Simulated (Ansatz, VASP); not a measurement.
**SrAs2Ir2: VASP beside Ansatz**

```
CELL_PARAMETERS angstrom
2.13320 3.69481 0.00000
-2.13320 3.69481 0.00000
0.00000 0.00000 7.08682
ATOMIC_POSITIONS crystal
Sr 0.00000 0.00000 0.00000
Ir 0.33330 0.33340 0.63080
Ir 0.66670 0.66660 0.36920
As 0.33330 0.33340 0.25080
As 0.66670 0.66660 0.74920
```

Alike in both runs: task single point; functional PBE; k mesh 9 × 9 × 5; occupations fermi-dirac, width 0.0592 eV; no spin polarisation.

|  | VASP | Ansatz |
| --- | --- | --- |
| version | VASP 6.6.1 | Ansatz 0.2.0 |
| potentials or method | VASP PAW PBE potentials, release 64 (Sr_sv, Ir, As), cutoff 520 eV | PAW plane waves |
| valence electrons in the cell | 38 | 74 |

```tsv
	VASP	Ansatz	Ansatz less VASP
pressure (GPa)	-10.0	-10.2	-0.18
traceless stress, the component that is largest in VASP (GPa)	0.07	0.09	+0.018
rms of the force components (eV/Å)	0.999	0.996	-0.0029
```

Atom by atom the forces differ by 0.004 eV/Å (rms over components). The functional is the same, so the differences come from potentials, cutoffs and numerics. VASP's potentials hold 38 valence electrons a cell and Ansatz's 74, so a difference there can come from the potentials and not from the codes. Ansatz's warnings: structure snapped to symmetry.

Neither program's run includes spin-orbit coupling.
